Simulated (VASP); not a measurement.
Wanted: the native input for a VASP 6.6.1 run.

- Task: single point
- Functional: r2SCAN
- Potentials or basis: VASP PAW PBE potentials, release 64 (Pb_d, S)
- Cutoff: 520 eV
- k mesh: 9 × 9 × 9
- Occupations: gaussian, width 0.05 eV
- Spin: no spin polarisation
- Dipole correction: no
- Further INCAR settings: ALGO = Normal; EDIFF = 1e-06; NBANDS = 17

PbS:

```
CELL_PARAMETERS angstrom
2.25980 1.30470 3.45087
-2.25980 1.30470 3.45087
0.00000 -2.60939 3.45087
ATOMIC_POSITIONS crystal
Pb 0.97815 0.97815 0.97815
S 0.47745 0.47745 0.47745
```

These files were run (other wordings do the same):

POSCAR

```
PbS
1.0
    2.2598000000      1.3046961383      3.4508715040
   -2.2598000000      1.3046961383      3.4508715040
    0.0000000000     -2.6093922766      3.4508715040
Pb S
1 1
Direct
    0.9781509158      0.9781509158      0.9781509158
    0.4774504142      0.4774504142      0.4774504142
```

INCAR.step1

```
PREC = Accurate ; ENCUT = 520
ISMEAR = 0 ; SIGMA = 0.05
LREAL = F ; LASPH = T
NELM = 80 ; NBANDS = 17
GGA = PE ; ALGO = Normal
EDIFF = 1E-4 ; LWAVE = T
LCHARG = F
```

INCAR.step2

```
PREC = Accurate ; ENCUT = 520
EDIFF = 1E-6 ; ISMEAR = 0
SIGMA = 0.05 ; LREAL = F
LASPH = T ; NELM = 80
ALGO = Normal ; ISIF = 2
LWAVE = F ; LCHARG = F
METAGGA = R2SCAN ; LMIXTAU = T
NBANDS = 17 ; ISTART = 1
```

KPOINTS

```
regular mesh
0
Gamma
  9 9 9
```

Potentials or basis: VASP PAW PBE potentials, release 64 (Pb_d, S).

Command:

```bash
$ cat potpaw_PBE.64/Pb_d/POTCAR potpaw_PBE.64/S/POTCAR > POTCAR
$ cp INCAR.step1 INCAR
$ mpirun -np 1 vasp_std > vasp.out
$ cp INCAR.step2 INCAR
$ mpirun -np 1 vasp_std > vasp.out
```

It gave:

```json
{"Pressure": "-5.9 GPa", "Largest force": "0.004 eV/Å"}
```

Caveat: the PAW data sets were made with another functional, which shifts forces and pressure a little.

Wall time 2.2 min on 1 thread of Intel(R) Xeon(R) Platinum 8488C (Sapphire Rapids), with other jobs on the host, peak memory 0.24 GiB.
